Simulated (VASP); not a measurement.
# GeCN2 (R-3m) in VASP: settings compared

GeCN2 is run at these levels: r2SCAN, LDA; tasks: single point.

All numbers are computed with VASP 6.6.1; they aren't measurements. Logs are shortened: lines on timing, memory, paths and dates and some standing lists are left out, and cuts for length are marked.

## (1) The cell of the first run

It takes space group R-3m (No. 166, trigonal). Conventional cell: a = 3.658 Å, b = 3.658 Å, c = 15.055 Å, α = 90.00°, β = 90.00°, γ = 120.00°. Within 3.3 Å of Ge (site symmetry -3m) lie 6 N at 2.45 Å and 6 C at 3.28 Å. N (site symmetry 3m) has 1 C at 1.26 Å within 1.7 Å. C (site symmetry -3m) has 2 N at 1.26 Å within 1.7 Å.

## (2) Single point, r2SCAN

POSCAR reads:

```
GeCN2
1.0
    1.8289716617      1.0559572812      5.0184906852
   -1.8289716617      1.0559572812      5.0184906852
    0.0000000000     -2.1119145624      5.0184906852
Ge N C
1 2 1
Direct
    0.0000000000      0.0000000000      0.0000000000
    0.5839044000      0.5839044000      0.5839044000
    0.4160956000      0.4160956000      0.4160956000
    0.5000000000      0.5000000000      0.5000000000
```

INCAR.step1 reads:

```
SYSTEM = GeCN2
PREC     = Accurate       ! precision mode
ENCUT    = 520            ! plane-wave cutoff, eV
ISMEAR   = -1             ! smearing method
SIGMA    = 0.05           ! smearing width, eV
LREAL    = .False.        ! projectors in reciprocal space
LASPH    = .True.         ! aspherical terms in the spheres
NELM     = 60             ! most SCF steps
NBANDS   = 22             ! bands
GGA      = PE             ! functional
ALGO     = Normal         ! electronic algorithm
EDIFF    = 1E-4           ! SCF threshold, eV
LWAVE    = .True.         ! write WAVECAR
LCHARG   = .False.        ! write CHGCAR
```

INCAR.step2 reads:

```
SYSTEM = GeCN2
PREC     = Accurate       ! precision mode
ENCUT    = 520            ! plane-wave cutoff, eV
EDIFF    = 1E-6           ! SCF threshold, eV
ISMEAR   = -1             ! smearing method
SIGMA    = 0.05           ! smearing width, eV
LREAL    = .False.        ! projectors in reciprocal space
LASPH    = .True.         ! aspherical terms in the spheres
NELM     = 60             ! most SCF steps
ALGO     = Normal         ! electronic algorithm
ISIF     = 2              ! what is computed and relaxed
LWAVE    = .False.        ! write WAVECAR
LCHARG   = .False.        ! write CHGCAR
METAGGA  = R2SCAN         ! meta-GGA
LMIXTAU  = .True.       
NBANDS   = 22             ! bands
ISTART   = 1
```

KPOINTS reads:

```
regular mesh
0
Gamma
  9 9 9
  0 0 0
```

Potentials or basis: VASP PAW PBE potentials, release 64 (Ge_d, N, C).

Command:

```
cat potpaw_PBE.64/Ge_d/POTCAR potpaw_PBE.64/N/POTCAR potpaw_PBE.64/C/POTCAR > POTCAR
cp INCAR.step1 INCAR
mpirun -np 1 vasp_std > vasp.out
cp INCAR.step2 INCAR
mpirun -np 1 vasp_std > vasp.out
```

OUTCAR:

```text
SYSTEM = GeCN2
   PREC = Accurate
   ENCUT = 520
   EDIFF = 1E-6
   ISMEAR = -1
   LREAL = .False.
   LASPH = .True.
   NELM = 60
   ISIF = 2
   METAGGA = R2SCAN
   ISTART = 1

 ion  position               nearest neighbor table
   1  0.000  0.000  0.000-
   2  0.584  0.584  0.584-   4 1.26
   3  0.416  0.416  0.416-   4 1.26
   4  0.500  0.500  0.500-   2 1.26   3 1.26

  LATTYP: Found a trigonal (rhomboedric) cell.
 ALAT       =     5.4447618751
 COS(alpha) =     0.7743235887

  Lattice vectors:

 A1 = (   1.8289716617,   1.0559572812,   5.0184906852)
 A2 = (  -1.8289716617,   1.0559572812,   5.0184906852)
 A3 = (   0.0000000000,  -2.1119145624,   5.0184906852)

Analysis of symmetry for initial positions (statically):
=====================================================================
 Subroutine PRICEL returns:
 Original cell was already a primitive cell.

 Routine SETGRP: Setting up the symmetry group for a
 trigonal (rhombohedral) supercell.

 Subroutine GETGRP returns: Found 12 space group operations
 (whereof 12 operations were pure point group operations)
 out of a pool of 12 trial point group operations.

The static configuration has the point symmetry D_3d.

Analysis of symmetry for dynamics (positions and initial velocities):
=====================================================================
 Subroutine PRICEL returns:
 Original cell was already a primitive cell.

 Routine SETGRP: Setting up the symmetry group for a
 trigonal (rhombohedral) supercell.

 Subroutine GETGRP returns: Found 12 space group operations
 (whereof 12 operations were pure point group operations)
 out of a pool of 12 trial point group operations.

The dynamic configuration has the point symmetry D_3d.

 Subroutine INISYM returns: Found 12 space group operations
 (whereof 12 operations are pure point group operations),
 and found     1 'primitive' translations

----------------------------------------------------------------------------------------

                                     Primitive cell

  volume of cell :      58.1537

  direct lattice vectors                    reciprocal lattice vectors
     1.828971662  1.055957281  5.018490685     0.273377664  0.157834668  0.066421033
    -1.828971662  1.055957281  5.018490685    -0.273377664  0.157834668  0.066421033
     0.000000000 -2.111914562  5.018490685     0.000000000 -0.315669336  0.066421033

  length of vectors
     5.444761875  5.444761875  5.444761875     0.322581591  0.322581591  0.322581591

  position of ions in fractional coordinates (direct lattice)
     0.000000000  0.000000000  0.000000000
     0.583904400  0.583904400  0.583904400
     0.416095600  0.416095600  0.416095600
     0.500000000  0.500000000  0.500000000

  ion indices of the primitive-cell ions
   primitive index   ion index
                 1           1
                 2           2
                 3           3
                 4           4

----------------------------------------------------------------------------------------

 KPOINTS: regular mesh

Automatic generation of k-mesh.
 Grid dimensions read from file:
 generate k-points for:    9    9    9

 Generating k-lattice:

  Cartesian coordinates                     Fractional coordinates (reciprocal lattice)
     0.030375296  0.017537185  0.007380115     0.111111111  0.000000000  0.000000000
    -0.030375296  0.017537185  0.007380115     0.000000000  0.111111111  0.000000000
     0.000000000 -0.035074371  0.007380115     0.000000000  0.000000000  0.111111111

  Length of vectors
     0.035842399  0.035842399  0.035842399

  Shift w.r.t. Gamma in fractional coordinates (k-lattice)
     0.000000000  0.000000000  0.000000000

 Subroutine IBZKPT returns following result:
 ===========================================

 Found     85 irreducible k-points:

 Following reciprocal coordinates:
            Coordinates               Weight
  0.000000  0.000000  0.000000      1.000000
  0.111111  0.000000 -0.000000      6.000000
  0.222222  0.000000 -0.000000      6.000000
  0.333333  0.000000  0.000000      6.000000
  0.444444  0.000000 -0.000000      6.000000
  0.111111  0.111111 -0.000000      6.000000
[... 16 lines left out ...]
 -0.333333  0.333333  0.000000      6.000000
  0.444444  0.444444 -0.000000      6.000000
 [... further k-points ...]
   k-points           NKPTS =     85   k-points in BZ     NKDIM =     85   number of bands    NBANDS=     22
   number of dos      NEDOS =    301   number of ions     NIONS =      4
   total plane-waves  NPLWV =  64000
   dimension x,y,z NGX =    40 NGY =   40 NGZ =   40
   dimension x,y,z NGXF=    80 NGYF=   80 NGZF=   80
   ions per type =               1   2   1
   NGX,Y,Z   is equivalent  to a cutoff of  12.21, 12.21, 12.21 a.u.
   NGXF,Y,Z  is equivalent  to a cutoff of  24.43, 24.43, 24.43 a.u.
 SYSTEM =  GeCN2
   PREC   = accura    normal or accurate (medium, high low for compatibility)
   ISTART =      1    job   : 0-new  1-cont  2-samecut
   ICHARG =      0    charge: 1-file 2-atom 10-const
   ISPIN  =      1    spin polarized calculation?
   LNONCOLLINEAR =      F non collinear calculations
   LSORBIT =      F    spin-orbit coupling
   LASPH  =      T    aspherical Exc in radial PAW
   ENCUT  =  520.0 eV  38.22 Ry    6.18 a.u.  10.12 10.12 10.12*2*pi/ulx,y,z
   NELM   =     60;   NELMIN=  2; NELMDL=  0     # of ELM steps
   EDIFF  = 0.1E-05   stopping-criterion for ELM
   LREAL  =      F    real-space projection
[... 7 lines left out ...]
   TEBEG  =    0.0;   TEEND  =   0.0 temperature during run
   PSTRESS=    0.0 pullay stress
   NELECT =      28.0000    total number of electrons
   NUPDOWN=      -1.0000    fix difference up-down
   EMIN   =  10.00;   EMAX   =-10.00  energy-range for DOS
   EFERMI =   0.00;   METHOD = LEGACY
   ISMEAR =    -1;   SIGMA  =   0.05  broadening in eV -4-tet -1-fermi 0-gaus
   EFERMI_NEDOS =   21; number of points for ismear=-14 and -15
   IALGO  =     38    algorithm
   IMIX   =      4    mixing-type and parameters
     AMIX     =   0.40;   BMIX     =  1.00
     AMIX_MAG =   1.60;   BMIX_MAG =  1.00
  volume/ion in A,a.u.               =      14.54        98.11
  Fermi-wavevector in a.u.,A,eV,Ry     =   1.283123  2.424751 22.400693  1.646405
  Thomas-Fermi vector in A             =   2.415394
   LORBIT       =      0    0 simple, 1 ext, 2 COOP (PROOUT), +10 PAW based schemes
   METAGGA = R2SCAN    functional components
   LHFCALC =     F    Hartree Fock is set to
   AEXX    =    0.0000 exact exchange contribution
   IVDW    =     0    specifies the selected vdW correction
   LEPSILON=     F    determine dielectric tensor
   LRPA    =     F    only Hartree local field effects (RPA)
 non-spin polarized calculation
  energy-cutoff  :      520.00
  volume of cell :       58.15
 maximum number of plane-waves:      1578
   NGX = 21   NGY = 21   NGZ = 21

 number of electron      27.9999996 magnetization

 Free energy of the ion-electron system (eV)
  ---------------------------------------------------
  ext. energy  EPLUGINS =         0.00000000
  ---------------------------------------------------
  free energy    TOTEN  =       -40.50097039 eV

  energy without entropy =      -40.50097036  energy(sigma->0) =      -40.50097037

 E-fermi :   3.4602     XC(G=0): -10.1716

 val. band max:        2.7428095772   @ k =  -0.4444  -0.4444   0.2222
 cond. band min:       4.0853291422   @ k =   0.4444   0.4444   0.4444
 fundamental gap:      1.3425195651
 Fermi energy:         3.4601712154

 k-point     1 :       0.0000    0.0000    0.0000
  band No.  band energies     occupation
      1     -22.7518      2.00000
      2     -22.7518      2.00000
      3     -22.7483      2.00000
      4     -22.7404      2.00000
      5     -22.7404      2.00000
      6     -17.1184      2.00000
[... 14 lines left out ...]
     21      12.8772      0.00000
     22      14.0863      0.00000

 k-point     2 :       0.1111    0.0000   -0.0000
  band No.  band energies     occupation
      1     -22.7527      2.00000
      2     -22.7503      2.00000
      3     -22.7473      2.00000
      4     -22.7415      2.00000
      5     -22.7406      2.00000
      6     -17.0847      2.00000
[... 14 lines left out ...]
     21      12.7006      0.00000
     22      13.2803      0.00000

 k-point     3 :       0.2222    0.0000   -0.0000
  band No.  band energies     occupation
      1     -22.7556      2.00000
      2     -22.7465      2.00000
      3     -22.7451      2.00000
      4     -22.7436      2.00000
      5     -22.7410      2.00000
      6     -16.9975      2.00000
[... 14 lines left out ...]
     21      11.5560      0.00000
     22      13.9881      0.00000

 k-point     4 :       0.3333    0.0000    0.0000
  band No.  band energies     occupation
      1     -22.7595      2.00000
      2     -22.7468      2.00000
      3     -22.7435      2.00000
      4     -22.7411      2.00000
      5     -22.7402      2.00000
      6     -16.8952      2.00000
[... 14 lines left out ...]
     21      11.5311      0.00000
     22      14.4958      0.00000

 k-point     5 :       0.4444    0.0000   -0.0000
  band No.  band energies     occupation
      1     -22.7624      2.00000
      2     -22.7480      2.00000
      3     -22.7433      2.00000
      4     -22.7390      2.00000
      5     -22.7380      2.00000
      6     -16.8264      2.00000
[... 417 lines left out ...]
 k-point    22 :      -0.4444    0.3333    0.0000
  band No.  band energies     occupation
      1     -22.7577      2.00000
      2     -22.7478      2.00000
      3     -22.7456      2.00000
      4     -22.7414      2.00000
      5     -22.7388      2.00000
      6     -16.7614      2.00000
[... 14 lines left out ...]
     21      13.0487      0.00000
     22      14.2370      0.00000

 k-point    23 :      -0.3333    0.3333    0.0000
  band No.  band energies     occupation
      1     -22.7530      2.00000
      2     -22.7523      2.00000
      3     -22.7429      2.00000
      4     -22.7429      2.00000
      5     -22.7399      2.00000
      6     -16.7585      2.00000
[... 14 lines left out ...]
     21      13.1150      0.00000
     22      13.5255      0.00000

 k-point    24 :       0.4444    0.4444   -0.0000
  band No.  band energies     occupation
      1     -22.7632      2.00000
      2     -22.7484      2.00000
      3     -22.7432      2.00000
      4     -22.7389      2.00000
      5     -22.7380      2.00000
      6     -16.7736      2.00000
[... 14 lines left out ...]
     21      12.0055      0.00000
     22      15.1161      0.00000

 [... further k-points ...]

------------------------ aborting loop because EDIFF is reached ----------------------------------------

  FORCE on cell =-STRESS in cart. coord.  units (eV):
  Direction    XX          YY          ZZ          XY          YZ          ZX
  --------------------------------------------------------------------------------------
  -------------------------------------------------------------------------------------
  Total       -1.7110747     -1.7110747     -7.1047880      0.0000000      0.0000000      0.0000000
  in kB      -47.1413338    -47.1413338   -195.7419940      0.0000000      0.0000000      0.0000000
  external PRESSURE =     -96.6748872 kB  Pullay stress =       0.0000000 kB

 VOLUME and BASIS-vectors are now :
 -----------------------------------------------------------------------------
  energy-cutoff  :      520.00
  volume of cell :       58.15
      direct lattice vectors                 reciprocal lattice vectors
     1.828971662  1.055957281  5.018490685     0.273377664  0.157834668  0.066421033
    -1.828971662  1.055957281  5.018490685    -0.273377664  0.157834668  0.066421033
     0.000000000 -2.111914562  5.018490685     0.000000000 -0.315669336  0.066421033

 POSITION                                       TOTAL-FORCE (eV/Angst)
 -----------------------------------------------------------------------------------
      0.00000      0.00000      0.00000         0.000000      0.000000     -0.000000
      0.00000      0.00000      8.79096         0.000000     -0.000000     -1.847269
      0.00000      0.00000      6.26452         0.000000     -0.000000      1.847269
      0.00000      0.00000      7.52774         0.000000      0.000000     -0.000000
 -----------------------------------------------------------------------------------
    total drift:                               -0.000000      0.000000     -0.000000

  FREE ENERGIE OF THE ION-ELECTRON SYSTEM (eV)
  ---------------------------------------------------
  free  energy   TOTEN  =       -40.5009703905 eV

  energy  without entropy=      -40.5009703594  energy(sigma->0) =      -40.50097037
```

It took 7.5 min on 1 thread of Intel Xeon Platinum 8488C (Sapphire Rapids), shared host; peak memory 0.32 GiB.

Results:

| Property | Result |
| --- | --- |
| Free energy | -40.5010 eV |
| Pressure | -9.7 GPa |
| Largest force | 1.847 eV/Å |
| Band gap on the k mesh | 1.34 eV (least direct gap 2.32 eV) |

Forces in eV/Å, atoms in the order of the input:
```
Ge   0.000  0.000  0.000
N    0.000  0.000 -1.847
N    0.000  0.000  1.847
C    0.000  0.000  0.000
```

Levels at points of the mesh, in eV from the valence-band top:
```tsv
k point	band 11	band 12	band 13	band 14	band 15	band 16	band 17	band 18
(0.00, 0.00, 0.00)	-5.05	-2.51	-1.75	-1.75	2.69	3.43	3.43	5.38
```

Caveat: the cell stands under tension; the PAW data sets were made with another functional, which shifts forces and pressure a little; an odd mesh through Γ misses points on the zone boundary, where band edges can lie.

(Part 1 of 2 ends here.)
